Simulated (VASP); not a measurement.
# Al (Pm-3m) in VASP: further runs, part 2 of 2

VASP 6.6.1. Earlier steps stand in the parts before.

### 3 Single point, PBE (volume scaled by 0.6)

The input, INCAR:

```
ALGO = Normal
EDIFF = 1E-6
ENCUT = 520
GGA = PE
ISIF = 2
ISMEAR = -1
LASPH = True
LCHARG = False
LREAL = False
LWAVE = False
NBANDS = 8
NELM = 60
PREC = Accurate
SIGMA = 0.08
```

The input, KPOINTS:

```
k-points
0
Gamma
  16 16 16
```

The input, POSCAR:

```
Al
1.0
    2.2961009256      0.0000000000      0.0000000000
    0.0000000000      2.2961009256      0.0000000000
    0.0000000000      0.0000000000      2.2961009256
Al
1
Direct
    0.0000000000      0.0000000000      0.0000000000
```

Potentials or basis: VASP PAW PBE potentials, release 64 (Al).

Started as:

```bash
> cat potpaw_PBE.64/Al/POTCAR > POTCAR
> mpirun -np 1 vasp_std > vasp.out
```

OUTCAR:

```text
EDIFF = 1E-6
   ENCUT = 520
   GGA = PE
   ISIF = 2
   ISMEAR = -1
   LASPH = True
   LREAL = False
   NELM = 60
   PREC = Accurate

 ion  position               nearest neighbor table
   1  0.000  0.000  0.000-

  LATTYP: Found a simple cubic cell.
 ALAT       =     2.2961009256

  Lattice vectors:

 A1 = (   2.2961009256,   0.0000000000,   0.0000000000)
 A2 = (   0.0000000000,   2.2961009256,   0.0000000000)
 A3 = (   0.0000000000,   0.0000000000,   2.2961009256)

Analysis of symmetry for initial positions (statically):
=====================================================================
 Subroutine PRICEL returns:
 Original cell was already a primitive cell.

 Routine SETGRP: Setting up the symmetry group for a
 simple cubic supercell.

 Subroutine GETGRP returns: Found 48 space group operations
 (whereof 48 operations were pure point group operations)
 out of a pool of 48 trial point group operations.

The static configuration has the point symmetry O_h .

Analysis of symmetry for dynamics (positions and initial velocities):
=====================================================================
 Subroutine PRICEL returns:
 Original cell was already a primitive cell.

 Routine SETGRP: Setting up the symmetry group for a
 simple cubic supercell.

 Subroutine GETGRP returns: Found 48 space group operations
 (whereof 48 operations were pure point group operations)
 out of a pool of 48 trial point group operations.

The dynamic configuration has the point symmetry O_h .

 Subroutine INISYM returns: Found 48 space group operations
 (whereof 48 operations are pure point group operations),
 and found     1 'primitive' translations

----------------------------------------------------------------------------------------

                                     Primitive cell
[... 108 lines left out ...]
     AMIX     =   0.40;   BMIX     =  1.00
     AMIX_MAG =   1.60;   BMIX_MAG =  1.00
  volume/ion in A,a.u.               =      12.11        81.69
  Fermi-wavevector in a.u.,A,eV,Ry     =   1.028311  1.943225 14.387107  1.057423
  Thomas-Fermi vector in A             =   2.162300
   LORBIT       =      0    0 simple, 1 ext, 2 COOP (PROOUT), +10 PAW based schemes
   GGA     = PE    functional components
   LHFCALC =     F    Hartree Fock is set to
   AEXX    =    0.0000 exact exchange contribution
   IVDW    =     0    specifies the selected vdW correction
   LEPSILON=     F    determine dielectric tensor
   LRPA    =     F    only Hartree local field effects (RPA)
 non-spin polarized calculation
  energy-cutoff  :      520.00
  volume of cell :       12.11
 maximum number of plane-waves:       341
 NGX is ok and might be reduce to    18
   NGX =  9   NGY =  9   NGZ =  9

 number of electron       3.0000000 magnetization

 Free energy of the ion-electron system (eV)
  ---------------------------------------------------
  ext. energy  EPLUGINS =         0.00000000
  ---------------------------------------------------
  free energy    TOTEN  =        -2.01916390 eV

  energy without entropy =       -2.01160858  energy(sigma->0) =       -2.01538624

 E-fermi :  11.1953     XC(G=0): -11.3413

 val. band max:       11.1609761314   @ k =   0.5000   0.3750   0.3125
 cond. band min:      11.2296725365   @ k =   0.3750   0.3750   0.0000
 fundamental gap:      0.0686964051
 Fermi energy:        11.1952918828

 k-point     1 :       0.0000    0.0000    0.0000
  band No.  band energies     occupation
      1      -1.8210      2.00000
      2      20.4583      0.00000
      3      20.4583      0.00000
      4      24.8376      0.00000
      5      24.8376      0.00000
      6      24.8376      0.00000
      7      34.0922      0.00000
      8      43.5458      0.00000
[... 243 lines left out ...]
 k-point    24 :       0.5000    0.1250    0.0000
  band No.  band energies     occupation
      1       5.1783      2.00000
      2       5.5479      2.00000
      3      22.5262      0.00000
      4      24.5741      0.00000
      5      29.5379      0.00000
      6      31.2931      0.00000
      7      31.9263      0.00000
      8      33.4570      0.00000

 [... further k-points ...]

------------------------ aborting loop because EDIFF is reached ----------------------------------------

  FORCE on cell =-STRESS in cart. coord.  units (eV):
  Direction    XX          YY          ZZ          XY          YZ          ZX
  --------------------------------------------------------------------------------------
  -------------------------------------------------------------------------------------
  Total        6.2295873      6.2295873      6.2295873     -0.0000000     -0.0000000      0.0000000
  in kB      824.5119124    824.5119124    824.5119124     -0.0000000     -0.0000000      0.0000000
  external PRESSURE =     824.5119124 kB  Pullay stress =       0.0000000 kB

 VOLUME and BASIS-vectors are now :
 -----------------------------------------------------------------------------
  energy-cutoff  :      520.00
  volume of cell :       12.11
      direct lattice vectors                 reciprocal lattice vectors
     2.296100926  0.000000000  0.000000000     0.435520925  0.000000000  0.000000000
     0.000000000  2.296100926  0.000000000     0.000000000  0.435520925  0.000000000
     0.000000000  0.000000000  2.296100926     0.000000000  0.000000000  0.435520925

 POSITION                                       TOTAL-FORCE (eV/Angst)
 -----------------------------------------------------------------------------------
      0.00000      0.00000      0.00000         0.000000      0.000000      0.000000
 -----------------------------------------------------------------------------------
    total drift:                               -0.000000      0.000000      0.000000

  FREE ENERGIE OF THE ION-ELECTRON SYSTEM (eV)
  ---------------------------------------------------
  free  energy   TOTEN  =        -2.0191639022 eV

  energy  without entropy=       -2.0116085754  energy(sigma->0) =       -2.01538624
```

It took 4.4 s on 1 thread of Intel Xeon 6975P-C (Granite Rapids), shared host; peak memory 0.11 GiB.

Results:

- Free energy: -2.0192 eV
- Pressure: 82.5 GPa

### 4 Single point, PBE (volume scaled by 0.68)

The input, INCAR:

```
PREC = Accurate
ENCUT = 520
EDIFF = 1E-7
ISMEAR = -1
SIGMA = 0.08
LREAL = False
LASPH = True
NELM = 80
ALGO = Normal
ISIF = 2
LWAVE = False
LCHARG = False
GGA = PE
NBANDS = 8
```

The input, KPOINTS:

```
Automatic mesh
0
Gamma
  16 16 16
```

The input, POSCAR:

```
Al
1.0
    2.3939230944      0.0000000000      0.0000000000
    0.0000000000      2.3939230944      0.0000000000
    0.0000000000      0.0000000000      2.3939230944
Al
1
Direct
    0.0000000000      0.0000000000      0.0000000000
```

Started as:

```bash
> cat potpaw_PBE.64/Al/POTCAR > POTCAR
> mpirun -np 1 vasp_std > vasp.out
```

Run time: 5.1 s. Hardware: 1 thread of Intel Xeon 6975P-C (Granite Rapids), shared host; peak memory 0.12 GiB.

The run converged. Its results:

| Property | Result |
| --- | --- |
| Free energy | -2.6671 eV |
| Pressure | 48.9 GPa |

Levels at points of the mesh, in eV from the Fermi level:
```tsv
k point	band 1	band 2	band 3	band 4
(0.00, 0.00, 0.00)	-12.05	8.97	8.97	12.41
(0.50, 0.00, 0.00)	-5.83	-5.76	12.42	16.98
(0.50, 0.50, 0.00)	-0.66	-0.66	1.19	1.35
(0.50, 0.50, 0.50)	4.42	4.42	4.42	5.67
```

### 5 Single point, PBE (volume scaled by 0.68)

The input, INCAR:

```
SYSTEM = Al
ALGO = Normal ; EDIFF = 1E-6
ENCUT = 520 ; GGA = PE
ISIF = 2 ; ISMEAR = -1
LASPH = .True. ; LCHARG = .False.
LREAL = .False. ; LWAVE = .False.
NBANDS = 8 ; NELM = 80
PREC = Accurate ; SIGMA = 0.08
```

The input, KPOINTS:

```
k-points
0
Gamma
  16 16 16
  0 0 0
```

POSCAR is that of step 4.

Potentials or basis: VASP PAW PBE potentials, release 64 (Al).

Started as:

```bash
> cat potpaw_PBE.64/Al/POTCAR > POTCAR
> mpirun -np 1 vasp_std > vasp.out
```

OUTCAR:

```text
SYSTEM = Al
   EDIFF = 1E-6
   ENCUT = 520
   GGA = PE
   ISIF = 2
   ISMEAR = -1
   LASPH = .True.
   LREAL = .False.
   NELM = 80
   PREC = Accurate

 ion  position               nearest neighbor table
   1  0.000  0.000  0.000-

  LATTYP: Found a simple cubic cell.
 ALAT       =     2.3939230944

  Lattice vectors:

 A1 = (   2.3939230944,   0.0000000000,   0.0000000000)
 A2 = (   0.0000000000,   2.3939230944,   0.0000000000)
 A3 = (   0.0000000000,   0.0000000000,   2.3939230944)

[... 440 lines left out ...]
      7      28.4528      0.00000
      8      30.4180      0.00000

 [... further k-points ...]

------------------------ aborting loop because EDIFF is reached ----------------------------------------

  FORCE on cell =-STRESS in cart. coord.  units (eV):
  Direction    XX          YY          ZZ          XY          YZ          ZX
  --------------------------------------------------------------------------------------
  -------------------------------------------------------------------------------------
  Total        4.1848921      4.1848921      4.1848921     -0.0000000     -0.0000000     -0.0000000
  in kB      488.7246721    488.7246721    488.7246721     -0.0000000     -0.0000000     -0.0000000
  external PRESSURE =     488.7246721 kB  Pullay stress =       0.0000000 kB

 VOLUME and BASIS-vectors are now :
 -----------------------------------------------------------------------------
  energy-cutoff  :      520.00
  volume of cell :       13.72
      direct lattice vectors                 reciprocal lattice vectors
     2.393923094  0.000000000  0.000000000     0.417724363  0.000000000  0.000000000
     0.000000000  2.393923094  0.000000000     0.000000000  0.417724363  0.000000000
     0.000000000  0.000000000  2.393923094     0.000000000  0.000000000  0.417724363

 POSITION                                       TOTAL-FORCE (eV/Angst)
 -----------------------------------------------------------------------------------
      0.00000      0.00000      0.00000         0.000000      0.000000      0.000000
 -----------------------------------------------------------------------------------
    total drift:                                0.000000      0.000000      0.000000

  FREE ENERGIE OF THE ION-ELECTRON SYSTEM (eV)
  ---------------------------------------------------
  free  energy   TOTEN  =        -2.6670872320 eV

  energy  without entropy=       -2.6586712067  energy(sigma->0) =       -2.66287922
```

stdout:

```text
POSCAR found type information on POSCAR Al
 POSCAR found :  1 types and       1 ions
 scaLAPACK will be used
 LDA part: xc-table for (Slater+PW92), standard interpolation
 POSCAR, INCAR and KPOINTS ok, starting setup
 FFT: planning ... GRIDC
 FFT: planning ... GRID_SOFT
 FFT: planning ... GRID
 WAVECAR not read
 entering main loop
```

It took 4.2 s on 1 thread of Intel Xeon 6975P-C (Granite Rapids), shared host; peak memory 0.12 GiB.

What came out:

```
Free energy : -2.6671 eV
Pressure    : 48.9 GPa
```

Levels at points of the mesh, in eV from the Fermi level:
| k point | band 1 | band 2 | band 3 | band 4 | band 5 |
| --- | --- | --- | --- | --- | --- |
| (0.00, 0.00, 0.00) | -12.05 | 8.97 | 8.97 | 12.41 | 12.41 |
| (0.50, 0.00, 0.00) | -5.83 | -5.76 | 12.42 | 16.98 | 16.98 |
| (0.50, 0.50, 0.00) | -0.66 | -0.66 | 1.19 | 1.35 | 20.50 |
| (0.50, 0.50, 0.50) | 4.42 | 4.42 | 4.42 | 5.67 | 5.67 |

### 6 Summary

```csv
cell,gap on the mesh (eV),pressure (GPa)
"a = 2.189 Å, 1 atom",none,138.3
"a = 2.296 Å, 1 atom",none,82.5
"a = 2.394 Å, 1 atom",none,48.9
```

Alike in all rows: task single point; level PBE; potentials or basis VASP PAW PBE potentials, release 64 (Al); no spin polarisation; k mesh 16 × 16 × 16; cutoff (eV) 520; smearing fermi-dirac 0.08 eV.

Total energies depend on the potentials used, so only differences within one code and one set of settings carry meaning.
